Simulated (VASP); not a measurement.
# SrTiO3 (Pm-3m) in VASP: further runs, part 2 of 2

VASP 6.6.1.

## Step 3: Relaxation of cell and atoms, LDA

This run uses another cell than the first one, of 11.91 Å³/atom, 1.040 times its volume.

The input, INCAR:

```
PREC     = Accurate       # precision mode
ENCUT    = 600            # plane-wave cutoff, eV
EDIFF    = 1E-6           # SCF threshold, eV
ISMEAR   = 0              # smearing method
SIGMA    = 0.01           # smearing width, eV
LREAL    = F              # projectors in reciprocal space
LASPH    = T              # aspherical terms in the spheres
NELM     = 80             # most SCF steps
ALGO     = Normal         # electronic algorithm
ISIF     = 3              # what is computed and relaxed
LWAVE    = F              # write WAVECAR
LCHARG   = F              # write CHGCAR
GGA      = CA             # functional
IBRION   = 2              # ionic algorithm
NSW      = 80             # ionic steps
EDIFFG   = -0.001         # ionic threshold
```

The input, KPOINTS:

```
Automatic mesh
0
Gamma
  8 8 8
```

The input, POSCAR:

```
SrTiO3
1.0
    3.9050000000      0.0000000000      0.0000000000
    0.0000000000      3.9050000000      0.0000000000
    0.0000000000      0.0000000000      3.9050000000
Sr Ti O
1 1 3
Direct
    0.0000000000      0.0000000000      0.0000000000
    0.5000000000      0.5000000000      0.5000000000
    0.0000000000      0.5000000000      0.5000000000
    0.5000000000      0.0000000000      0.5000000000
    0.5000000000      0.5000000000      0.0000000000
```

Potentials or basis: VASP PAW LDA potentials, release 64 (Sr_sv, Ti_sv, O).

Run with:

```
> cat potpaw_LDA.64/Sr_sv/POTCAR potpaw_LDA.64/Ti_sv/POTCAR potpaw_LDA.64/O/POTCAR > POTCAR
> mpirun -np 1 vasp_std > vasp.out
```

OUTCAR:

```text
PREC = Accurate
   ENCUT = 600
   EDIFF = 1E-6
   ISMEAR = 0
   LREAL = F
   LASPH = T
   NELM = 80
   ISIF = 3
   GGA = CA
   IBRION = 2
   NSW = 80
   EDIFFG = -0.001

 ion  position               nearest neighbor table
   1  0.000  0.000  0.000-   3 2.76   4 2.76   5 2.76   3 2.76   4 2.76   3 2.76   5 2.76   3 2.76
                             4 2.76   5 2.76   4 2.76   5 2.76   2 3.38   2 3.38   2 3.38   2 3.38
   2  0.500  0.500  0.500-   3 1.95   4 1.95   5 1.95   5 1.95   4 1.95   3 1.95   1 3.38   1 3.38
                             1 3.38   1 3.38   1 3.38   1 3.38   1 3.38   1 3.38
   3  0.000  0.500  0.500-   2 1.95   2 1.95   1 2.76   1 2.76   1 2.76   1 2.76
   4  0.500  0.000  0.500-   2 1.95   2 1.95   1 2.76   1 2.76   1 2.76   1 2.76
   5  0.500  0.500  0.000-   2 1.95   2 1.95   1 2.76   1 2.76   1 2.76   1 2.76

  LATTYP: Found a simple cubic cell.
 ALAT       =     3.9050000000

  Lattice vectors:

 A1 = (   3.9050000000,   0.0000000000,   0.0000000000)
 A2 = (   0.0000000000,   3.9050000000,   0.0000000000)
 A3 = (   0.0000000000,   0.0000000000,   3.9050000000)

Analysis of symmetry for initial positions (statically):
=====================================================================
 Subroutine PRICEL returns:
 Original cell was already a primitive cell.

 Routine SETGRP: Setting up the symmetry group for a
 simple cubic supercell.
[... 182 lines left out ...]
  -------------------------------------------------------------------------------------
  Total       -2.4660094     -2.4660094     -2.4660094      0.0000000      0.0000000     -0.0000000
  in kB      -66.3501938    -66.3501938    -66.3501938      0.0000000      0.0000000     -0.0000000
  external PRESSURE =     -66.3501938 kB  Pullay stress =       0.0000000 kB
[... 104 lines left out ...]
--------------------------------------- Ionic step        4  -------------------------------------------

 number of electron      39.9999996 magnetization

 Free energy of the ion-electron system (eV)
  ---------------------------------------------------
  ext. energy  EPLUGINS =         0.00000000
  ---------------------------------------------------
  free energy    TOTEN  =       -44.18978263 eV

  energy without entropy =      -44.18978263  energy(sigma->0) =      -44.18978263

 E-fermi :   4.3168     XC(G=0): -11.9804

 val. band max:        4.1745370737   @ k =   0.5000   0.5000   0.5000
 cond. band min:       5.9849736830   @ k =   0.0000   0.0000   0.0000
 fundamental gap:      1.8104366093
 Fermi energy:         4.3168410887

 k-point     1 :       0.0000    0.0000    0.0000
  band No.  band energies     occupation
      1     -51.4083      2.00000
      2     -28.2148      2.00000
      3     -28.0867      2.00000
      4     -28.0867      2.00000
      5     -28.0867      2.00000
      6     -13.0850      2.00000
[... 637 lines left out ...]
     23       8.4675      0.00000
     24      10.2932      0.00000

 [... further k-points ...]

------------------------ aborting loop because EDIFF is reached ----------------------------------------

  FORCE on cell =-STRESS in cart. coord.  units (eV):
  Direction    XX          YY          ZZ          XY          YZ          ZX
  --------------------------------------------------------------------------------------
  -------------------------------------------------------------------------------------
  Total       -0.0003392     -0.0003392     -0.0003392     -0.0000000     -0.0000000      0.0000000
  in kB       -0.0094539     -0.0094539     -0.0094539     -0.0000000     -0.0000000      0.0000000
  external PRESSURE =      -0.0094539 kB  Pullay stress =       0.0000000 kB
[... 20 lines left out ...]
  FREE ENERGIE OF THE ION-ELECTRON SYSTEM (eV)
  ---------------------------------------------------
  free  energy   TOTEN  =       -44.1897826324 eV

  energy  without entropy=      -44.1897826324  energy(sigma->0) =      -44.18978263

 reached required accuracy - stopping structural energy minimisation
```

OSZICAR:

```text
N       E                     dE             d eps       ncg     rms          rms(c)
DAV:   1     0.483025091978E+03    0.48303E+03   -0.23646E+04  1680   0.205E+03
DAV:   2     0.447755772152E+01   -0.47855E+03   -0.47157E+03  1928   0.538E+02
DAV:   3    -0.517909097673E+02   -0.56268E+02   -0.54551E+02  2448   0.161E+02
[... 39 lines left out ...]
DAV:   1    -0.441899153524E+02   -0.13470E-03   -0.37372E-03  1928   0.666E-01    0.108E-01
DAV:   2    -0.441898002055E+02    0.11515E-03   -0.42743E-04  1976   0.217E-01    0.375E-02
DAV:   3    -0.441897813592E+02    0.18846E-04   -0.11315E-04  2192   0.745E-02    0.136E-02
DAV:   4    -0.441897822643E+02   -0.90516E-06   -0.24922E-05  2256   0.277E-02    0.132E-02
DAV:   5    -0.441897826324E+02   -0.36804E-06   -0.24111E-06  1456   0.128E-02
   4 F= -.44189783E+02 E0= -.44189783E+02  d E =-.430213E-01
```

CONTCAR:

```text
SrTiO3
   1.00000000000000
     3.8592226811125547    0.0000000000000000   -0.0000000000000000
     0.0000000000000000    3.8592226811125547    0.0000000000000000
     0.0000000000000000    0.0000000000000000    3.8592226811125547
  Sr              Ti              O
     1     1     3
Direct
     0.0000000000000000    0.0000000000000000    0.0000000000000000
     0.5000000000000000    0.5000000000000000    0.5000000000000000
     0.0000000000000000    0.5000000000000000    0.5000000000000000
     0.5000000000000000    0.0000000000000000    0.5000000000000000
     0.5000000000000000    0.5000000000000000    0.0000000000000000

  0.00000000E+00  0.00000000E+00  0.00000000E+00
  0.00000000E+00  0.00000000E+00  0.00000000E+00
  0.00000000E+00  0.00000000E+00  0.00000000E+00
  0.00000000E+00  0.00000000E+00  0.00000000E+00
  0.00000000E+00  0.00000000E+00  0.00000000E+00
```

It took 81 s on 1 thread of Intel Xeon Platinum 8488C (Sapphire Rapids), shared host; peak memory 0.2 GiB.

What came out:

* Free energy: -44.1898 eV
* Relaxed volume: 11.50 Å³/atom
* Relaxed cell: a = 3.859 Å, b = 3.859 Å, c = 3.859 Å, α = 90.00°, β = 90.00°, γ = 90.00°
* Space group after relaxing (to 0.05 Å): Pm-3m (No. 221)
* Energy gained by relaxing: 8.6 meV/atom
* Ionic steps: 4
* Pressure after relaxing: 0.0 GPa
* Band gap on the k mesh: 1.81 eV, indirect (least direct gap 2.15 eV)

Step by step:
```csv
step,energy change (eV),largest force (eV/Å),pressure (GPa),volume (Å³)
1,0.0000,0.0000,-6.64,59.55
2,0.0082,0.0000,8.09,55.40
3,-0.0430,0.0000,-0.06,57.52
4,-0.0430,0.0000,0.00,57.48
```

Final structure:
```xyz
5
Lattice="3.8592 0.0000 0.0000 0.0000 3.8592 0.0000 0.0000 0.0000 3.8592" Properties=species:S:1:pos:R:3 pbc="T T T"
Sr    0.0000    0.0000    0.0000
Ti    1.9296    1.9296    1.9296
O     0.0000    1.9296    1.9296
O     1.9296    0.0000    1.9296
O     1.9296    1.9296    0.0000
```

A k mesh can miss the band edges. LDA usually gives volumes a few per cent too small.

## Step 4: Single point, LDA

The input, INCAR:

```
  ALGO = Normal
  EDIFF = 1E-6
  ENCUT = 910
  GGA_COMPAT = F
  ISIF = 2
  ISMEAR = 0
  LASPH = T
  LCHARG = F
  LREAL = F
  LWAVE = F
  NBANDS = 28
  NELM = 120
  PREC = Accurate
  SIGMA = 0.01
```

The input, KPOINTS:

```
k-points
0
Gamma
  8 8 8
```

Changes to POSCAR since step 3:

```diff
@@ -2,5 +2,5 @@
 1.0
-    3.9050000000      0.0000000000      0.0000000000
-    0.0000000000      3.9050000000      0.0000000000
-    0.0000000000      0.0000000000      3.9050000000
+    3.8542043169      0.0000000000      0.0000000000
+    0.0000000000      3.8542043169      0.0000000000
+    0.0000000000      0.0000000000      3.8542043169
 Sr Ti O
```

Potentials or basis: VASP PAW LDA potentials, release 64 (Sr_sv, Ti_sv, O_h).

Run with:

```
> cat potpaw_LDA.64/Sr_sv/POTCAR potpaw_LDA.64/Ti_sv/POTCAR potpaw_LDA.64/O_h/POTCAR > POTCAR
> mpirun -np 1 vasp_std > vasp.out
```

Run time: 78 s. Hardware: 1 thread of Intel Xeon Platinum 8559C (Emerald Rapids), shared host; peak memory 0.28 GiB.

It converged, with:

```yaml
Free_energy: -44.2022 eV
Pressure: 0.8 GPa
Band_gap_on_the_k_mesh: 1.82 eV, indirect (least direct gap 2.15 eV)
```

Levels at points of the mesh, in eV from the valence-band top:
| k point | band 16 | band 17 | band 18 | band 19 | band 20 | band 21 | band 22 | band 23 | band 24 | band 25 |
| --- | --- | --- | --- | --- | --- | --- | --- | --- | --- | --- |
| (0.00, 0.00, 0.00) | -1.26 | -1.26 | -0.33 | -0.33 | -0.33 | 1.82 | 1.82 | 1.82 | 4.61 | 4.61 |
| (0.50, 0.00, 0.00) | -2.50 | -2.50 | -2.17 | -0.73 | -0.73 | 2.02 | 3.95 | 3.95 | 4.65 | 6.97 |
| (0.50, 0.50, 0.00) | -3.08 | -1.70 | -1.62 | -1.62 | -0.10 | 3.96 | 3.96 | 4.42 | 5.68 | 8.01 |
| (0.50, 0.50, 0.50) | -3.89 | -3.89 | 0.00 | 0.00 | 0.00 | 4.69 | 4.69 | 4.69 | 7.00 | 7.00 |

Caveat: the cutoff is under 1.25 times the usual one of these potentials, so pressure, stress and relaxed cells hold a basis-set (Pulay) error.

## Step 5: Summary

| task | potentials or basis | cell | cutoff (eV) | second run | gap on the mesh (eV) | pressure (GPa) |
| --- | --- | --- | --- | --- | --- | --- |
| single point | VASP PAW LDA potentials, release 64 (Sr_sv, Ti_sv, O) | a = 3.854 Å, 5 atoms | 520 | - | 1.82 | 1.1 |
| relaxation of cell and atoms | VASP PAW LDA potentials, release 64 (Sr_sv, Ti_sv, O) | relaxed from a = 3.905 Å, 5 atoms | 600 | - | 1.81 | 0.0 |
| single point | VASP PAW LDA potentials, release 64 (Sr_sv, Ti_sv, O_h) | a = 3.854 Å, 5 atoms | 910 | hard_potentials | 1.82 | 0.8 |

Alike in all rows: level LDA; no spin polarisation; k mesh 8 × 8 × 8; smearing gaussian 0.01 eV.

Caveats: the cutoff is under 1.25 times the usual one of these potentials, so pressure, stress and relaxed cells hold a basis-set (Pulay) error (some runs).

Total energies depend on the potentials used, so only differences within one code and one set of settings carry meaning.
